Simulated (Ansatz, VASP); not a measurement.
**One calculation of HgSbSe2, two programs**

```
Hg Sb Se
1.0
     2.03786    1.17656    7.17108
    -2.03786    1.17656    7.17108
     0.00000   -2.35312    7.17108
Hg Sb Se
1 1 2
Direct
  0.00000 0.00000 0.00000
  0.50000 0.50000 0.50000
  0.22200 0.22200 0.22200
  0.77800 0.77800 0.77800
```

Alike in both runs: task relaxation of cell and atoms; functional PBE; k mesh 6 × 6 × 6; occupations gaussian, width 0.1 eV; no spin polarisation.

```csv
,VASP,Ansatz
version,VASP 6.6.1,Ansatz 0.2.0
potentials or method,"VASP PAW PBE potentials, release 64 (Hg, Sb, Se), cutoff 600 eV","scalar-relativistic, plane waves, PAW"
valence electrons in the cell,29,67
```

VASP gave:

| Item | Value |
| --- | --- |
| gap on the k mesh at the Fermi level, each at its own relaxed structure (eV) | none |
| relaxed volume (Å³/atom) | 26.32 |
| relaxed cell length with the largest relative difference (Å) | 7.258 |

**Question.** Estimate Ansatz's values.

**Answer.** gap on the k mesh at the Fermi level, each at its own relaxed structure (eV): none; relaxed volume (Å³/atom): 26.30; relaxed cell length with the largest relative difference (Å): 7.257.

A gap of «none» marks a metal or a gap that the smearing closes. VASP's potentials hold 29 valence electrons a cell and Ansatz's 67, so a difference there can come from the potentials and not from the codes.

Spin-orbit coupling is off throughout.
